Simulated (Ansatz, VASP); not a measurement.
One calculation of ZnS, two programs

```
Zn S
1.0
    -1.81516    3.06646    3.25921
     1.81516   -3.06646    3.25921
     1.81516    3.06646   -3.25921
Zn S
2 2
Direct
  0.71978 0.00000 0.71978
  0.28022 0.00000 0.28022
  0.73645 0.73645 0.00000
  0.26355 0.26355 0.00000
```

Alike in both runs: functional PBE; k mesh 14 × 14 × 14; occupations gaussian, width 0.1 eV; no spin polarisation.

Ansatz relaxed the structure, and its values are those at the end. VASP's run is a single point on that final structure, the one shown.

|  | VASP | Ansatz |
| --- | --- | --- |
| version | VASP 6.6.1 | Ansatz 0.2.0 |
| potentials or method | VASP PAW PBE potentials, release 64 (Zn, S), cutoff 520 eV | scalar-relativistic, plane waves, PAW |
| valence electrons in the cell | 36 | 36 |

|  | VASP | Ansatz | Ansatz less VASP |
| --- | --- | --- | --- |
| gap on the k mesh at the Fermi level (eV) | none | none | - |
| pressure (GPa) | 0.1 | 0.0 | -0.13 |
| rms of the force components (eV/Å) | 0.005 | 0.001 | -0.0038 |

A gap of «none» marks a metal or a gap that the smearing closes. With one functional, cell and mesh, what is left measures potentials, basis and numerics.
